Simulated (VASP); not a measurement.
# ZrC (I4/mmm) in VASP: single point with PBE

Aim: the single point of ZrC with PBE.

Everything below comes from runs of VASP 6.6.1. Logs are shortened: lines on timing, memory, paths and dates and some standing lists are left out, and cuts for length are marked.

## (1) The cell of the first run

Symmetry: I4/mmm, No. 139, tetragonal system. The conventional cell has a = 3.270 Å, b = 3.270 Å, c = 4.856 Å, α = 90.00°, β = 90.00°, γ = 90.00°. Within 3.1 Å of Zr (site symmetry 4/mmm) lie 6 C at 2.31 to 2.43 Å. Within 3.1 Å of C (site symmetry 4/mmm) lie 6 Zr at 2.31 to 2.43 Å.

## (2) Single point, PBE

INCAR

```
ALGO     = Normal         # electronic algorithm
EDIFF    = 1E-6           # SCF threshold, eV
ENCUT    = 520            # plane-wave cutoff, eV
GGA      = PE             # functional
ISIF     = 2              # what is computed and relaxed
ISMEAR   = 0              # smearing method
LASPH    = T              # aspherical terms in the spheres
LCHARG   = T              # write CHGCAR
LELF     = T              # ELF
LREAL    = F              # projectors in reciprocal space
LVHAR    = T            
LWAVE    = F              # write WAVECAR
NBANDS   = 15             # bands
NELM     = 80             # most SCF steps
PREC     = Accurate       # precision mode
SIGMA    = 0.15           # smearing width, eV
```

KPOINTS

```
k-points
0
Gamma
  20 20 20
```

POSCAR

```
ZrC
1.0
    0.0000000000      2.3122967573      2.4279115952
    2.3122967573      0.0000000000      2.4279115952
    2.3122967573      2.3122967573      0.0000000000
Zr C
1 1
Direct
    0.5000000000      0.5000000000      0.5000000000
    0.0000000000      0.0000000000      0.0000000000
```

Potentials or basis: VASP PAW PBE potentials, release 64 (Zr_sv, C).

On the command line:

```sh
$ cat potpaw_PBE.64/Zr_sv/POTCAR potpaw_PBE.64/C/POTCAR > POTCAR
$ mpirun -np 1 vasp_std > vasp.out
```

OUTCAR:

```text
EDIFF = 1E-6
   ENCUT = 520
   GGA = PE
   ISIF = 2
   ISMEAR = 0
   LASPH = T
   LREAL = F
   NELM = 80
   PREC = Accurate

 ion  position               nearest neighbor table
   1  0.500  0.500  0.500-   2 2.31   2 2.31   2 2.31   2 2.31   2 2.43   2 2.43
   2  0.000  0.000  0.000-   1 2.31   1 2.31   1 2.31   1 2.31   1 2.43   1 2.43

  LATTYP: Found a body centered tetragonal cell.
 ALAT       =     3.2700814344
 C/A-ratio  =     1.4849242405

  Lattice vectors:

 A1 = (  -2.3122967573,   0.0000000000,   2.4279115952)
 A2 = (   2.3122967573,   0.0000000000,   2.4279115952)
 A3 = (   0.0000000000,   2.3122967573,  -2.4279115952)

Analysis of symmetry for initial positions (statically):
=====================================================================
 Subroutine PRICEL returns:
 Original cell was already a primitive cell.

 Routine SETGRP: Setting up the symmetry group for a
 body centered tetragonal supercell.

 Subroutine GETGRP returns: Found 16 space group operations
 (whereof 16 operations were pure point group operations)
 out of a pool of 16 trial point group operations.

The static configuration has the point symmetry D_4h.

Analysis of symmetry for dynamics (positions and initial velocities):
=====================================================================
 Subroutine PRICEL returns:
 Original cell was already a primitive cell.

 Routine SETGRP: Setting up the symmetry group for a
 body centered tetragonal supercell.

 Subroutine GETGRP returns: Found 16 space group operations
 (whereof 16 operations were pure point group operations)
 out of a pool of 16 trial point group operations.

The dynamic configuration has the point symmetry D_4h.

 Subroutine INISYM returns: Found 16 space group operations
 (whereof 16 operations are pure point group operations),
 and found     1 'primitive' translations

----------------------------------------------------------------------------------------

                                     Primitive cell

  volume of cell :      25.9627

  direct lattice vectors                    reciprocal lattice vectors
     0.000000000  2.312296757  2.427911595    -0.216235221  0.216235221  0.205938306
     2.312296757  0.000000000  2.427911595     0.216235221 -0.216235221  0.205938306
     2.312296757  2.312296757  0.000000000     0.216235221  0.216235221 -0.205938306

  length of vectors
     3.352830298  3.352830298  3.270081434     0.368681336  0.368681336  0.368681336

  position of ions in fractional coordinates (direct lattice)
     0.500000000  0.500000000  0.500000000
     0.000000000  0.000000000  0.000000000

  ion indices of the primitive-cell ions
   primitive index   ion index
                 1           1
                 2           2

----------------------------------------------------------------------------------------

 KPOINTS: k-points

Automatic generation of k-mesh.
 Grid dimensions read from file:
 generate k-points for:   20   20   20

 Generating k-lattice:

  Cartesian coordinates                     Fractional coordinates (reciprocal lattice)
    -0.010811761  0.010811761  0.010296915     0.050000000  0.000000000  0.000000000
     0.010811761 -0.010811761  0.010296915     0.000000000  0.050000000  0.000000000
     0.010811761  0.010811761 -0.010296915    -0.000000000 -0.000000000  0.050000000

  Length of vectors
     0.018434067  0.018434067  0.018434067

  Shift w.r.t. Gamma in fractional coordinates (k-lattice)
     0.000000000  0.000000000  0.000000000

 Subroutine IBZKPT returns following result:
 ===========================================

 Found    641 irreducible k-points:

 Following reciprocal coordinates:
            Coordinates               Weight
  0.000000  0.000000  0.000000      1.000000
  0.050000  0.000000  0.000000      8.000000
  0.100000 -0.000000  0.000000      8.000000
  0.150000 -0.000000  0.000000      8.000000
  0.200000 -0.000000  0.000000      8.000000
  0.250000  0.000000  0.000000      8.000000
[... 16 lines left out ...]
 -0.400000  0.050000  0.000000      8.000000
 -0.350000  0.050000  0.000000      8.000000
 [... further k-points ...]
   k-points           NKPTS =    641   k-points in BZ     NKDIM =    641   number of bands    NBANDS=     15
   number of dos      NEDOS =    301   number of ions     NIONS =      2
   total plane-waves  NPLWV =  18816
   dimension x,y,z NGX =    28 NGY =   28 NGZ =   24
   dimension x,y,z NGXF=    56 NGYF=   56 NGZF=   48
   ions per type =               1   1
   NGX,Y,Z   is equivalent  to a cutoff of  13.88, 13.88, 12.20 a.u.
   NGXF,Y,Z  is equivalent  to a cutoff of  27.77, 27.77, 24.40 a.u.
 SYSTEM =  unknown system
   PREC   = accura    normal or accurate (medium, high low for compatibility)
   ISTART =      0    job   : 0-new  1-cont  2-samecut
   ICHARG =      2    charge: 1-file 2-atom 10-const
   ISPIN  =      1    spin polarized calculation?
   LNONCOLLINEAR =      F non collinear calculations
   LSORBIT =      F    spin-orbit coupling
   LASPH  =      T    aspherical Exc in radial PAW
   ENCUT  =  520.0 eV  38.22 Ry    6.18 a.u.   6.23  6.23  6.08*2*pi/ulx,y,z
   NELM   =     80;   NELMIN=  2; NELMDL= -5     # of ELM steps
   EDIFF  = 0.1E-05   stopping-criterion for ELM
   LREAL  =      F    real-space projection
   EDIFFG = 0.1E-04   stopping-criterion for IOM
   NSW    =      0    number of steps for IOM
   IBRION =     -1    ionic relax: 0-MD 1-quasi-New 2-CG
   NFREE  =      0    steps in history (QN), initial steepest desc. (CG)
   ISIF   =      2    stress and relaxation
   ISYM   =      2    0-nonsym 1-usesym 2-fastsym
   POTIM  = 0.5000    time-step for ionic-motion
   TEBEG  =    0.0;   TEEND  =   0.0 temperature during run
   PSTRESS=    0.0 pullay stress
   NELECT =      16.0000    total number of electrons
   NUPDOWN=      -1.0000    fix difference up-down
   EMIN   =  10.00;   EMAX   =-10.00  energy-range for DOS
   EFERMI =   0.00;   METHOD = LEGACY
   ISMEAR =     0;   SIGMA  =   0.15  broadening in eV -4-tet -1-fermi 0-gaus
   EFERMI_NEDOS =   21; number of points for ismear=-14 and -15
   IALGO  =     38    algorithm
   IMIX   =      4    mixing-type and parameters
     AMIX     =   0.40;   BMIX     =  1.00
     AMIX_MAG =   1.60;   BMIX_MAG =  1.00
  volume/ion in A,a.u.               =      12.98        87.60
  Fermi-wavevector in a.u.,A,eV,Ry     =   1.393151  2.632673 26.407131  1.940869
  Thomas-Fermi vector in A             =   2.516825
   LORBIT       =      0    0 simple, 1 ext, 2 COOP (PROOUT), +10 PAW based schemes
   GGA     = PE    functional components
   LHFCALC =     F    Hartree Fock is set to
   AEXX    =    0.0000 exact exchange contribution
   IVDW    =     0    specifies the selected vdW correction
   LEPSILON=     F    determine dielectric tensor
   LRPA    =     F    only Hartree local field effects (RPA)
 non-spin polarized calculation
 Gauss-broadening in eV      SIGMA  =   0.15
  energy-cutoff  :      520.00
  volume of cell :       25.96
 maximum number of plane-waves:       716
 NGX is ok and might be reduce to    28
   NGX = 13   NGY = 13   NGZ = 13

 number of electron      16.0000000 magnetization

 Free energy of the ion-electron system (eV)
  ---------------------------------------------------
  ext. energy  EPLUGINS =         0.00000000
  ---------------------------------------------------
  free energy    TOTEN  =       -19.41750756 eV

  energy without entropy =      -19.41408276  energy(sigma->0) =      -19.41579516

 E-fermi :   9.6359     XC(G=0): -12.1288

 val. band max:        9.6137446997   @ k =   0.3500   0.0500   0.3000
 cond. band min:       9.6402218728   @ k =   0.3500   0.3500   0.0000
 fundamental gap:      0.0264771731
 Fermi energy:         9.6359037389

 k-point     1 :       0.0000    0.0000    0.0000
  band No.  band energies     occupation
      1     -38.4822      2.00000
      2     -16.2301      2.00000
      3     -16.1780      2.00000
      4     -16.1780      2.00000
      5      -1.6966      2.00000
      6      10.3906      0.00000
      7      10.3962      0.00000
      8      10.6289      0.00000
      9      10.6289      0.00000
     10      10.8820      0.00000
     11      10.8820      0.00000
     12      12.0226      0.00000
     13      12.7039      0.00000
     14      17.0866      0.00000
     15      20.1003      0.00000

 k-point     2 :       0.0500    0.0000    0.0000
  band No.  band energies     occupation
      1     -38.4797      2.00000
      2     -16.2400      2.00000
      3     -16.1935      2.00000
      4     -16.1792      2.00000
      5      -1.6391      2.00000
      6       9.9351      0.00479
      7      10.0228      0.00026
      8      10.2658      0.00000
      9      10.7748      0.00000
     10      11.0107      0.00000
     11      11.1952      0.00000
     12      12.3788      0.00000
     13      13.0546      0.00000
     14      17.2131      0.00000
     15      20.2585      0.00000

 k-point     3 :       0.1000   -0.0000    0.0000
  band No.  band energies     occupation
      1     -38.4725      2.00000
      2     -16.2890      2.00000
      3     -16.2179      2.00000
      4     -16.1825      2.00000
      5      -1.4703      2.00000
      6       9.2108      1.99994
      7       9.4281      1.94993
      8       9.6500      0.89460
      9      10.9862      0.00000
     10      11.1979      0.00000
     11      11.5430      0.00000
     12      13.1321      0.00000
     13      13.8284      0.00000
     14      17.5593      0.00000
     15      20.7079      0.00000
[... 343 lines left out ...]
 k-point    23 :      -0.4000    0.0500    0.0000
  band No.  band energies     occupation
      1     -38.3853      2.00000
      2     -16.9966      2.00000
      3     -16.3365      2.00000
      4     -16.2183      2.00000
      5       1.0722      2.00000
      6       4.7362      2.00000
      7       6.7890      2.00000
      8       6.7957      2.00000
      9      13.5472      0.00000
     10      13.7093      0.00000
     11      14.5485      0.00000
     12      17.0491      0.00000
     13      18.4186      0.00000
     14      20.0372      0.00000
     15      22.8851      0.00000

 k-point    24 :      -0.3500    0.0500    0.0000
  band No.  band energies     occupation
      1     -38.3951      2.00000
      2     -16.9211      2.00000
      3     -16.3287      2.00000
      4     -16.2102      2.00000
      5       0.6866      2.00000
      6       5.2387      2.00000
      7       6.9636      2.00000
      8       6.9993      2.00000
      9      13.1142      0.00000
     10      13.2050      0.00000
     11      14.0789      0.00000
     12      17.0785      0.00000
     13      18.4363      0.00000
     14      19.4475      0.00000
     15      23.4661      0.00000

 [... further k-points ...]
[... 5 lines left out ...]
  --------------------------------------------------------------------------------------
  -------------------------------------------------------------------------------------
  Total        1.3075882      1.3075882     -1.4243441      0.0000000      0.0000000     -0.0000000
  in kB       80.6921999     80.6921999    -87.8972938      0.0000000      0.0000000     -0.0000000
  external PRESSURE =      24.4957020 kB  Pullay stress =       0.0000000 kB

 VOLUME and BASIS-vectors are now :
 -----------------------------------------------------------------------------
  energy-cutoff  :      520.00
  volume of cell :       25.96
      direct lattice vectors                 reciprocal lattice vectors
     0.000000000  2.312296757  2.427911595    -0.216235221  0.216235221  0.205938306
     2.312296757  0.000000000  2.427911595     0.216235221 -0.216235221  0.205938306
     2.312296757  2.312296757  0.000000000     0.216235221  0.216235221 -0.205938306

 POSITION                                       TOTAL-FORCE (eV/Angst)
 -----------------------------------------------------------------------------------
      2.31230      2.31230      2.42791         0.000000     -0.000000      0.000000
      0.00000      0.00000      0.00000        -0.000000      0.000000     -0.000000
 -----------------------------------------------------------------------------------
    total drift:                                0.000000      0.000000      0.000000

  FREE ENERGIE OF THE ION-ELECTRON SYSTEM (eV)
  ---------------------------------------------------
  free  energy   TOTEN  =       -19.4175075647 eV

  energy  without entropy=      -19.4140827573  energy(sigma->0) =      -19.41579516
```

Wall time 93 s (1 thread of Intel Xeon 6975P-C (Granite Rapids), shared host); peak memory 0.36 GiB.

Results:

```
Free energy            : -19.4175 eV
Pressure               : 2.4 GPa
Band gap on the k mesh : zero (bands 8 and 9 overlap by 1.45 eV)
```

Levels at points of the mesh, in eV from the Fermi level:
| k point | band 5 | band 6 | band 7 | band 8 | band 9 | band 10 | band 11 | band 12 |
| --- | --- | --- | --- | --- | --- | --- | --- | --- |
| (0.00, 0.00, 0.00) | -11.33 | 0.75 | 0.76 | 0.99 | 0.99 | 1.25 | 1.25 | 2.39 |
| (0.50, 0.00, 0.00) | -8.24 | -5.32 | -3.02 | -2.93 | 4.34 | 4.65 | 5.36 | 6.48 |
| (0.50, 0.50, 0.00) | -10.19 | -2.42 | -1.73 | 0.21 | 0.21 | 4.42 | 5.61 | 5.61 |
| (0.50, 0.00, 0.50) | -10.18 | -1.90 | -1.80 | -0.15 | 0.07 | 4.37 | 5.36 | 5.92 |

Caveat: the stress differs along the axes, from -9 to 8 GPa.

The gap in the log of VASP goes by the Fermi energy; the results here count the filled bands.